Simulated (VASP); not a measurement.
Here is a VASP 6.6.1 calculation.

The input INCAR:

```
PREC = Accurate
ENCUT = 520
EDIFF = 1E-7
ISMEAR = -1
SIGMA = 0.05
LREAL = F
LASPH = T
NELM = 100
ALGO = Normal
ISIF = 2
LWAVE = F
LCHARG = T
GGA = B5
ALDAX = 1.0
AGGAX = 1.0
AGGAC = 1.0
ALDAC = 0.0
LELF = T
LVHAR = T
NBANDS = 12
```

KPOINTS

```
Automatic mesh
0
Gamma
  11 11 11
```

POSCAR

```
Ti
1.0
   -1.6393683359      1.6393683359      1.6393683359
    1.6393683359     -1.6393683359      1.6393683359
    1.6393683359      1.6393683359     -1.6393683359
Ti
1
Direct
    0.0000000000      0.0000000000      0.0000000000
```

Potentials or basis: VASP PAW PBE potentials, release 64 (Ti_sv).

Launch:

```console
$ cat potpaw_PBE.64/Ti_sv/POTCAR > POTCAR
$ mpirun -np 1 vasp_std > vasp.out
```

Q: Estimate the band gap on the k mesh.

A: Zero (band 6 reaches 9.34 eV, above the bottom of band 7 at 7.81 eV).

Q: What does it give for the pressure?

A: -0.1 GPa.

Caveat: the PAW data sets were made with another functional, which shifts forces and pressure a little.
